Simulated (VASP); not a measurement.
# RuW7S16 in VASP: further runs

Runs on RuW7S16. Level: PBEsol+U. Tasks: single point.

All numbers are computed with VASP 6.6.1; they aren't measurements. Logs are shortened: lines on timing, memory, paths and dates and some standing lists are left out, and cuts for length are marked.

**1. The cell of the first run**

The typed cell holds 24 atoms: a = 6.306 Å, b = 6.306 Å, c = 12.323 Å, α = 90.00°, β = 90.00°, γ = 120.00°.

**2. Single point, PBEsol+U, collinear spin, ferromagnetic start**

INCAR reads:

```
SYSTEM = RuW7S16
PREC = Accurate
ENCUT = 520
EDIFF = 1E-6
ISMEAR = 0
SIGMA = 0.05
LREAL = Auto
LASPH = .True.
NELM = 150
ALGO = Normal
ISIF = 2
LWAVE = .False.
LCHARG = .False.
ISPIN = 2
MAGMOM = 4 0 0 0 0 0 0 0 0 0 0 0 0 0 0 0 0 0 0 0 0 0 0 0
LORBIT = 11
LMAXMIX = 4
LDAU = .True.
LDAUTYPE = 2
LDAUL = 2 -1 -1
LDAUU = 2 0 0
LDAUJ = 0 0 0
LDAUPRINT = 1
GGA = PS
NBANDS = 126
LUSENCCL = .False.
```

KPOINTS reads:

```
Automatic mesh
0
Gamma
  3 3 2
  0 0 0
```

POSCAR reads:

```
RuW7S16
1.0
    6.3064000000      0.0000000000      0.0000000000
   -3.1532000000      5.4615026000      0.0000000000
    0.0000000000      0.0000000000     12.3230000000
Ru W S
1 7 16
Direct
    0.1919375485      0.3812914823      0.2503727827
    0.1609918993      0.8176699247      0.2503426283
    0.6625197763      0.3216963756      0.2503432791
    0.6595185057      0.8174499737      0.2503463566
    0.3349836138      0.1672688404      0.7503563673
    0.3351423891      0.6672997351      0.7503561173
    0.8352751760      0.1672657648      0.7503561708
    0.8348162654      0.6666436942      0.7503555380
    0.1685397175      0.3340871035      0.6234789236
    0.1682348090      0.8340369164      0.6234718005
    0.6680771818      0.3331594399      0.6232837412
    0.6687838206      0.8340294753      0.6234715965
    0.3165817562      0.1660269149      0.1298375248
    0.3425980897      0.6823218762      0.1172837775
    0.8523157259      0.1656899040      0.1297936517
    0.8258654951      0.6486384353      0.1240156669
    0.1685390626      0.3340873518      0.8772335502
    0.1682344697      0.8340353127      0.8772407256
    0.6680785522      0.3331612603      0.8774282561
    0.6687827942      0.8340291830      0.8772401603
    0.3166061732      0.1660254562      0.3708605871
    0.3426547125      0.6824474654      0.3834340133
    0.8522750799      0.1656869564      0.3709130625
    0.8258680481      0.6486343243      0.3766657796
```

Potentials or basis: VASP PAW PBE potentials, release 64 (Ru_pv, W_sv, S).

On the command line:

```bash
> cat potpaw_PBE.64/Ru_pv/POTCAR potpaw_PBE.64/W_sv/POTCAR potpaw_PBE.64/S/POTCAR > POTCAR
> mpirun -np 1 vasp_std > vasp.out
```

OUTCAR:

```text
SYSTEM = RuW7S16
   PREC = Accurate
   ENCUT = 520
   EDIFF = 1E-6
   ISMEAR = 0
   LREAL = Auto
   LASPH = .True.
   NELM = 150
   ISIF = 2
   ISPIN = 2
   LORBIT = 11
   GGA = PS

 ion  position               nearest neighbor table
   1  0.192  0.381  0.250-  14 2.32  22 2.32  23 2.39  15 2.39  21 2.39  13 2.39   2 2.85   4 2.85
                             3 3.17   3 3.17
   2  0.161  0.818  0.250-  14 2.39  22 2.39  24 2.40  16 2.40  13 2.42  21 2.42   1 2.85   3 3.14
                             4 3.14   4 3.16   3 3.17
   3  0.663  0.322  0.250-  24 2.37  16 2.37  23 2.41  15 2.41  21 2.41  13 2.41   2 3.14   4 3.14
                             1 3.17   4 3.17   2 3.17   1 3.17
   4  0.660  0.817  0.250-  14 2.39  22 2.39  24 2.40  16 2.40  15 2.42  23 2.42   1 2.85   3 3.14
                             2 3.14   2 3.16   3 3.17
   5  0.335  0.167  0.750-  10 2.40  18 2.40   9 2.40  17 2.40  19 2.40  11 2.40   8 3.15   7 3.15
                             6 3.15   6 3.15   7 3.16   8 3.16
   6  0.335  0.667  0.750-   9 2.40  17 2.40  20 2.40  12 2.40  18 2.40  10 2.40   7 3.15   5 3.15
                             8 3.15   8 3.15   5 3.15   7 3.15
   7  0.835  0.167  0.750-  20 2.40  12 2.40  17 2.40   9 2.40  19 2.40  11 2.40   8 3.15   5 3.15
                             6 3.15   6 3.15   5 3.16   8 3.16
   8  0.835  0.667  0.750-  10 2.40  12 2.40  20 2.40  18 2.40  19 2.40  11 2.40   5 3.15   7 3.15
                             6 3.15   6 3.15   7 3.16   5 3.16
   9  0.169  0.334  0.623-   6 2.40   5 2.40   7 2.40
  10  0.168  0.834  0.623-   5 2.40   8 2.40   6 2.40
  11  0.668  0.333  0.623-   7 2.40   5 2.40   8 2.40
  12  0.669  0.834  0.623-   7 2.40   8 2.40   6 2.40
  13  0.317  0.166  0.130-   1 2.39   3 2.41   2 2.42
  14  0.343  0.682  0.117-   1 2.32   4 2.39   2 2.39
[... 8 lines left out ...]
  23  0.852  0.166  0.371-   1 2.39   3 2.41   4 2.42
  24  0.826  0.649  0.377-   3 2.37   2 2.40   4 2.40

  LATTYP: Found a hexagonal cell.
 ALAT       =     6.3064000000
 C/A-ratio  =     1.9540466827

  Lattice vectors:

 A1 = (   6.3064000000,   0.0000000000,   0.0000000000)
 A2 = (  -3.1532000000,   5.4615026000,   0.0000000000)
 A3 = (   0.0000000000,   0.0000000000,  12.3230000000)

Analysis of symmetry for initial positions (statically):
=====================================================================
 Subroutine PRICEL returns:
 Original cell was already a primitive cell.

 Routine SETGRP: Setting up the symmetry group for a
 hexagonal supercell.

 Subroutine GETGRP returns: Found  1 space group operations
 (whereof  1 operations were pure point group operations)
 out of a pool of 24 trial point group operations.

The static configuration has the point symmetry C_1 .

Analysis of symmetry for dynamics (positions and initial velocities):
=====================================================================
 Subroutine PRICEL returns:
 Original cell was already a primitive cell.

 Routine SETGRP: Setting up the symmetry group for a
 hexagonal supercell.

 Subroutine GETGRP returns: Found  1 space group operations
 (whereof  1 operations were pure point group operations)
 out of a pool of 24 trial point group operations.

The dynamic configuration has the point symmetry C_1 .

Analysis of structural, dynamic, and magnetic symmetry:
=====================================================================
 Subroutine PRICEL returns:
 Original cell was already a primitive cell.

 Routine SETGRP: Setting up the symmetry group for a
 hexagonal supercell.

 Subroutine GETGRP returns: Found  1 space group operations
 (whereof  1 operations were pure point group operations)
 out of a pool of 24 trial point group operations.

The overall configuration has the point symmetry C_1 .

 Subroutine INISYM returns: Found  1 space group operations
 (whereof  1 operations are pure point group operations),
 and found     1 'primitive' translations

----------------------------------------------------------------------------------------

                                     Primitive cell

  volume of cell :     424.4339

  direct lattice vectors                    reciprocal lattice vectors
     6.306400000  0.000000000  0.000000000     0.158569073  0.091549897 -0.000000000
    -3.153200000  5.461502600  0.000000000     0.000000000  0.183099794  0.000000000
     0.000000000  0.000000000 12.323000000     0.000000000 -0.000000000  0.081149071

  length of vectors
     6.306400000  6.306399994 12.323000000     0.183099794  0.183099794  0.081149071
[... 133 lines left out ...]
  Thomas-Fermi vector in A             =   2.422517
   LORBIT       =     11    0 simple, 1 ext, 2 COOP (PROOUT), +10 PAW based schemes
 LDA+U is selected, type is set to LDAUTYPE =  2
   angular momentum for each species LDAUL =     2   -1   -1
   U (eV)           for each species LDAUU =   2.0  0.0  0.0
   J (eV)           for each species LDAUJ =   0.0  0.0  0.0
   GGA     = PS    functional components
   LHFCALC =     F    Hartree Fock is set to
   AEXX    =    0.0000 exact exchange contribution
   IVDW    =     0    specifies the selected vdW correction
   LEPSILON=     F    determine dielectric tensor
   LRPA    =     F    only Hartree local field effects (RPA)
 spin polarized calculation
 Gauss-broadening in eV      SIGMA  =   0.05
  energy-cutoff  :      520.00
  volume of cell :      424.43
 maximum number of plane-waves:     11460
   NGX = 23   NGY = 23   NGZ = 45

atom =   1  type =  1  l = 2

 onsite density matrix

spin component  1

  0.5854  0.0000 -0.0000  0.0000  0.0002
  0.0000  0.4825 -0.0000 -0.0000  0.0000
 -0.0000 -0.0000  0.7027  0.0000  0.0838
  0.0000 -0.0000  0.0000  0.5136 -0.0000
  0.0002  0.0000  0.0838 -0.0000  0.7891

spin component  2

  0.5854  0.0000 -0.0000  0.0000  0.0002
  0.0000  0.4825 -0.0000 -0.0000  0.0000
 -0.0000 -0.0000  0.7027  0.0000  0.0838
  0.0000 -0.0000  0.0000  0.5136 -0.0000
  0.0002  0.0000  0.0838 -0.0000  0.7891

 occupancies and eigenvectors

  o =  0.4825  v =  0.0000 -1.0000 -0.0001 -0.0001  0.0002  0.0000  0.0000  0.0000  0.0000  0.0000      0.0000  0.0000  0.0000  0.0000  0.0000  0.0000  0.0000  0.0000  0.0000  0.0000
  o =  0.4825  v =  0.0000  0.0000  0.0000  0.0000  0.0000  0.0000 -1.0000 -0.0001 -0.0001  0.0002      0.0000  0.0000  0.0000  0.0000  0.0000  0.0000  0.0000  0.0000  0.0000  0.0000
  o =  0.5136  v =  0.0000  0.0000  0.0000  0.0000  0.0000 -0.0000 -0.0001 -0.0000  1.0000  0.0000      0.0000  0.0000  0.0000  0.0000  0.0000  0.0000  0.0000  0.0000  0.0000  0.0000
  o =  0.5136  v =  0.0000  0.0001  0.0000 -1.0000 -0.0000  0.0000  0.0000  0.0000  0.0000  0.0000      0.0000  0.0000  0.0000  0.0000  0.0000  0.0000  0.0000  0.0000  0.0000  0.0000
  o =  0.5854  v = -1.0000 -0.0000 -0.0011 -0.0000  0.0016  0.0000  0.0000  0.0000  0.0000  0.0000      0.0000  0.0000  0.0000  0.0000  0.0000  0.0000  0.0000  0.0000  0.0000  0.0000
  o =  0.5854  v =  0.0000  0.0000  0.0000  0.0000  0.0000 -1.0000 -0.0000 -0.0011 -0.0000  0.0016      0.0000  0.0000  0.0000  0.0000  0.0000  0.0000  0.0000  0.0000  0.0000  0.0000
  o =  0.6516  v =  0.0018  0.0002 -0.8539 -0.0000  0.5205  0.0000  0.0000  0.0000  0.0000  0.0000      0.0000  0.0000  0.0000  0.0000  0.0000  0.0000  0.0000  0.0000  0.0000  0.0000
  o =  0.6516  v =  0.0000  0.0000  0.0000  0.0000  0.0000  0.0018  0.0002 -0.8539 -0.0000  0.5204      0.0000  0.0000  0.0000  0.0000  0.0000  0.0000  0.0000  0.0000  0.0000  0.0000
  o =  0.8402  v = -0.0000 -0.0000 -0.0000 -0.0000 -0.0000 -0.0007 -0.0001 -0.5204  0.0000 -0.8539      0.0000  0.0000  0.0000  0.0000  0.0000  0.0000  0.0000  0.0000  0.0000  0.0000
  o =  0.8402  v = -0.0007 -0.0001 -0.5205  0.0000 -0.8539 -0.0000 -0.0000 -0.0000 -0.0000 -0.0000      0.0000  0.0000  0.0000  0.0000  0.0000  0.0000  0.0000  0.0000  0.0000  0.0000

 number of electron     207.9999996 magnetization       0.0023725

 Free energy of the ion-electron system (eV)
  ---------------------------------------------------
  ext. energy  EPLUGINS =         0.00000000
  ---------------------------------------------------
  free energy    TOTEN  =      -193.56525161 eV

  energy without entropy =     -193.56525161  energy(sigma->0) =     -193.56525161

 E-fermi :   7.7738     XC(G=0): -11.1040

 val. band max:        7.5643194261   @ k =   0.0000   0.3333   0.5000
 cond. band min:       7.9830358335   @ k =   0.3333   0.3333   0.0000
 fundamental gap:      0.4187164074
 Fermi energy:         7.7737606257

 spin component 1

 k-point     1 :       0.0000    0.0000    0.0000
  band No.  band energies     occupation
      1     -67.2936      1.00000
      2     -67.1675      1.00000
      3     -67.1507      1.00000
      4     -67.1447      1.00000
      5     -67.1447      1.00000
      6     -67.0663      1.00000
[... 1179 lines left out ...]
    115       9.3673      0.00000
    116       9.5567      0.00000
 Fermi energy:         7.7737606257

 spin component 2

 k-point     1 :       0.0000    0.0000    0.0000
  band No.  band energies     occupation
      1     -67.2936      1.00000
      2     -67.1675      1.00000
      3     -67.1508      1.00000
      4     -67.1448      1.00000
      5     -67.1447      1.00000
      6     -67.0663      1.00000
[... 1179 lines left out ...]
    115       9.3674      0.00000
    116       9.5568      0.00000
 [bands above 116 left out]

------------------------ aborting loop because EDIFF is reached ----------------------------------------

  FORCE on cell =-STRESS in cart. coord.  units (eV):
  Direction    XX          YY          ZZ          XY          YZ          ZX
  --------------------------------------------------------------------------------------
  -------------------------------------------------------------------------------------
  Total       -3.0629054      5.0743090      2.1589729     -0.0057521     -0.0054876      0.0051039
  in kB      -11.5620290     19.1547896      8.1498135     -0.0217133     -0.0207148      0.0192664
  external PRESSURE =       5.2475247 kB  Pullay stress =       0.0000000 kB

 VOLUME and BASIS-vectors are now :
 -----------------------------------------------------------------------------
  energy-cutoff  :      520.00
  volume of cell :      424.43
      direct lattice vectors                 reciprocal lattice vectors
     6.306400000  0.000000000  0.000000000     0.158569073  0.091549897 -0.000000000
    -3.153200000  5.461502600  0.000000000     0.000000000  0.183099794  0.000000000
     0.000000000  0.000000000 12.323000000     0.000000000 -0.000000000  0.081149071

 POSITION                                       TOTAL-FORCE (eV/Angst)
 -----------------------------------------------------------------------------------
      0.00815      2.08242      3.08534         0.011647      0.020838     -0.002997
     -1.56300      4.46571      3.08497        -0.005842     -0.000251      0.000511
      3.16374      1.75695      3.08498        -0.013739      0.023143     -0.000455
      1.58160      4.46451      3.08502         0.006729     -0.001500      0.001008
      1.58511      0.91354      9.24664        -0.000339     -0.000323     -0.000509
      0.00941      3.64446      9.24664        -0.001354      0.000426     -0.000442
[... 16 lines left out ...]
      4.85234      0.90490      4.57076         0.014770      0.014953      0.014311
      3.16298      3.54252      4.64165         0.001379      0.002316      0.018705
 -----------------------------------------------------------------------------------
    total drift:                                0.002812      0.007130     -0.000335

  FREE ENERGIE OF THE ION-ELECTRON SYSTEM (eV)
  ---------------------------------------------------
  free  energy   TOTEN  =      -193.5652516114 eV

  energy  without entropy=     -193.5652516113  energy(sigma->0) =     -193.56525161

 total charge

# of ion       s       p       d       tot
------------------------------------------
    1        0.331   6.339   6.088  12.758
    2        2.331   6.337   3.421  12.089
    3        2.335   6.335   3.406  12.076
    4        2.331   6.337   3.421  12.089
    5        2.325   6.338   3.417  12.080
    6        2.325   6.338   3.416  12.079
[... 16 lines left out ...]
   23        1.356   2.316   0.000   3.672
   24        1.354   2.344   0.000   3.698
--------------------------------------------------
tot         38.303  88.077  30.000 156.380

 magnetization (x)

# of ion       s       p       d       tot
------------------------------------------
    1       -0.000   0.000  -0.000  -0.000
    2        0.000   0.000  -0.000  -0.000
    3        0.000   0.000  -0.000  -0.000
    4        0.000   0.000  -0.000  -0.000
    5       -0.000  -0.000  -0.000  -0.000
    6       -0.000  -0.000  -0.000  -0.000
[... 16 lines left out ...]
   23       -0.000  -0.000   0.000  -0.000
   24       -0.000  -0.000   0.000  -0.000
--------------------------------------------------
tot         -0.000  -0.000  -0.000  -0.000
```

Wall time 4.9 min (1 × NVIDIA H100 80GB with 1 thread of AMD EPYC 7R13 (Zen 3), shared host); peak memory 1.9 GiB.

Results:

| Item | Value |
| --- | --- |
| Free energy | -193.5653 eV |
| Pressure | 0.5 GPa |
| Largest force | 0.053 eV/Å |
| Band gap on the k mesh | 0.42 eV (least direct gap 0.67 eV) |
| Net moment | 0.00 μB per cell |
| Valence electrons inside the program's atomic spheres | Ru 12.76; W 12.09, 12.08 (each value once); S 3.70, 3.67, 3.68 (each value once) |

Forces on the atoms (eV/Å):
```
Ru   0.012  0.021 -0.003
W   -0.006  0.000  0.001
W   -0.014  0.023  0.000
W    0.007 -0.002  0.001
W    0.000  0.000 -0.001
W   -0.001  0.000  0.000
W   -0.002  0.000  0.000
W   -0.001 -0.001  0.000
S    0.000  0.000 -0.023
S    0.000  0.000 -0.023
S    0.000 -0.001 -0.023
S   -0.001  0.000 -0.024
S   -0.015  0.012 -0.014
S    0.000 -0.047 -0.014
S    0.015  0.016 -0.012
S    0.002  0.001 -0.019
S    0.001  0.000  0.022
S    0.002  0.001  0.023
S    0.001 -0.001  0.024
S    0.001  0.000  0.024
S   -0.016  0.011  0.015
S    0.000 -0.051  0.013
S    0.015  0.015  0.014
S    0.001  0.002  0.019
```

Stress tensor (GPa, compression positive):
```
-1.16  0.00  0.00
 0.00  1.92  0.00
 0.00  0.00  0.81
```

Eigenvalues of the final occupation matrices:
```
    site  spin  trace               eigenvalues
site 1 d     1   3.07  0.48 0.51 0.59 0.65 0.84
site 1 d     2   3.07  0.48 0.51 0.59 0.65 0.84
```

Caveat: the PAW data sets were made with another functional, which shifts forces and pressure a little; spin-orbit coupling is left out, which moves the levels of the heavy elements. The state reached can hang on the start; a lower one may exist.

(Part 1 of 2 ends here.)
